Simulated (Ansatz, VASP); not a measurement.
# MgO in VASP and in Ansatz

Contents of INCAR:

```
PREC     = Accurate       # precision mode
ENCUT    = 520            # plane-wave cutoff, eV
EDIFF    = 1E-7           # SCF threshold, eV
ISMEAR   = 0              # smearing method
SIGMA    = 0.05           # smearing width, eV
LREAL    = F              # projectors in reciprocal space
LASPH    = T              # aspherical terms in the spheres
NELM     = 60             # most SCF steps
ALGO     = Normal         # electronic algorithm
ISIF     = 2              # what is computed and relaxed
LWAVE    = F              # write WAVECAR
LCHARG   = F              # write CHGCAR
GGA      = PE             # functional
NBANDS   = 16             # bands
```

KPOINTS

```
regular mesh
0
Gamma
  9 9 6
```

The input POSCAR:

```
MgO
1.0
    3.4468024432      0.0000000000      0.0000000000
   -1.7234012216      2.9850184776      0.0000000000
    0.0000000000      0.0000000000      4.4246602963
Mg O
2 2
Direct
    0.6666666667      0.3333333333      0.7500000000
    0.3333333333      0.6666666667      0.2500000000
    0.6666666667      0.3333333333      0.2500000000
    0.3333333333      0.6666666667      0.7500000000
```

Input for Ansatz:

```yaml
crystal:
  lattice:
    - [3.4468024432, 0.0, 0.0]
    - [-1.7234012216, 2.9850184776, 0.0]
    - [0.0, 0.0, 4.4246602963]
  atoms:
    - { symbol: Mg, position: [0.6666666667, 0.3333333333, 0.75] }
    - { symbol: Mg, position: [0.3333333333, 0.6666666667, 0.25] }
    - { symbol: O, position: [0.6666666667, 0.3333333333, 0.25] }
    - { symbol: O, position: [0.3333333333, 0.6666666667, 0.75] }
basis:
  ecutwfc: 520.0
kpoints:
  mp_grid: { grid: [9, 9, 6] }
hamiltonian:
  xc: pbe
  pseudopotentials: { kind: paw, azcp: { folder: soft_1 } }
scf:
  occupations: { method: gaussian, width: 0.05 }
output:
  forces: true
  stress: true
  eigenvalues: true
```

Alike in both runs: task single point; functional PBE; k mesh 9 × 9 × 6; occupations gaussian, width 0.05 eV; no spin polarisation.

```csv
,VASP,Ansatz
version,VASP 6.6.1,Ansatz 0.2.0
potentials or method,"VASP PAW PBE potentials, release 64 (Mg, O), cutoff 520 eV","scalar-relativistic, plane waves, PAW"
valence electrons in the cell,16,32
```

|  | VASP | Ansatz | Ansatz less VASP |
| --- | --- | --- | --- |
| gap on the k mesh at the Fermi level (eV) | 3.18 | 3.20 | +0.021 |
| least direct gap on the mesh (eV) | 3.18 | 3.20 | +0.021 |
| pressure (GPa) | 0.2 | 0.7 | +0.54 |
| traceless stress, the component that is largest in VASP (GPa) | -5.99 | -5.85 | +0.136 |

The functional is the same, so the differences come from potentials, cutoffs and numerics. VASP's potentials hold 16 valence electrons a cell and Ansatz's 32, so a difference there can come from the potentials and not from the codes.
